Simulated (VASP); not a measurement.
## CO2: single point with r2SCAN

Crystal: CO2.

```
CELL_PARAMETERS angstrom
4.22721 0.00000 0.00000
0.00000 4.22721 0.00000
0.00000 0.00000 4.68777
ATOMIC_POSITIONS crystal
C 0.50000 0.50000 0.50000
C 0.00000 0.00000 0.00000
O 0.30483 0.69517 0.50000
O 0.69517 0.30483 0.50000
O 0.19517 0.19517 0.00000
O 0.80483 0.80483 0.00000
```

* Program: VASP 6.6.1
* Task: single point
* Functional: r2SCAN
* Potentials or basis: VASP PAW PBE potentials, release 64 (C_h, O_h)
* Cutoff: 1480 eV
* k mesh: 4 × 4 × 4
* Occupations: gaussian, width 0.1 eV
* Spin: no spin polarisation

* Pressure: -2.2 GPa
* Largest force: 0.809 eV/Å
* Band gap on the k mesh: 7.20 eV (least direct gap 7.68 eV)

Forces on the atoms (eV/Å):
```
C    0.000  0.000  0.000
C    0.000  0.000  0.000
O    0.572 -0.572  0.000
O   -0.572  0.572  0.000
O   -0.572 -0.572  0.000
O    0.572  0.572  0.000
```

Stress tensor (GPa, compression positive):
```
-3.36  0.00  0.00
 0.00 -3.36  0.00
 0.00  0.00  0.15
```

Levels at points of the mesh, in eV from the valence-band top:
```
           k point  band 12  band 13  band 14  band 15  band 16  band 17  band 18  band 19  band 20  band 21
(0.00, 0.00, 0.00)    -3.51    -1.41    -0.56    -0.48    -0.48     7.20     8.17     8.59     8.59     9.88
(0.50, 0.00, 0.00)    -3.94    -0.53    -0.53    -0.49    -0.49     8.80     8.80     8.94     8.94    10.08
(0.50, 0.50, 0.00)    -4.07    -0.67    -0.67     0.00     0.00     8.97     8.97     9.09     9.09    10.65
(0.00, 0.00, 0.50)    -3.86    -1.00    -1.00    -0.48    -0.48     8.63     8.63     8.74     8.74     9.51
(0.50, 0.00, 0.50)    -3.66    -0.90    -0.90    -0.27    -0.27     8.67     8.67     9.20     9.20    10.62
(0.50, 0.50, 0.50)    -3.91    -0.52    -0.52     0.00     0.00     8.40     8.40     9.09     9.09    12.17
```

It took 5 min on 1 thread of Intel(R) Xeon(R) 6975P-C (Granite Rapids), with other jobs on the host, peak memory 0.52 GiB.

Caveat: the PAW data sets were made with another functional, which shifts forces and pressure a little. A k mesh can miss the band edges.
